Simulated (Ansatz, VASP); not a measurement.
# ZrAs3 in VASP and in Ansatz

```xyz
4
Lattice="4.2568 0.0000 0.0000 0.0000 4.2568 0.0000 0.0000 0.0000 4.2568" Properties=species:S:1:pos:R:3 pbc="T T T"
Zr    0.0000    0.0000    0.0000
As    0.0000    2.1284    2.1284
As    2.1284    0.0000    2.1284
As    2.1284    2.1284    0.0000
```

Alike in both runs: functional PBE; k mesh 12 × 12 × 12; occupations gaussian, width 0.1 eV; no spin polarisation.

Ansatz relaxed the structure, and its values are those at the end. VASP's run is a single point on that final structure, the one shown.

|  | VASP | Ansatz |
| --- | --- | --- |
| version | VASP 6.6.1 | Ansatz 0.2.0 |
| potentials or method | VASP PAW PBE potentials, release 64 (Zr_sv, As), cutoff 520 eV | scalar-relativistic, plane waves, PAW |
| valence electrons in the cell | 27 | 57 |

Ansatz gave:

```
gap on the k mesh at the Fermi level (eV) : none
pressure (GPa)                            : 0.0
```

Question: What did VASP give for the same quantities?

Answer: gap on the k mesh at the Fermi level (eV): none; pressure (GPa): 0.2.

A gap of «none» marks a metal or a gap that the smearing closes. VASP's potentials hold 27 valence electrons a cell and Ansatz's 57, so a difference there can come from the potentials and not from the codes.
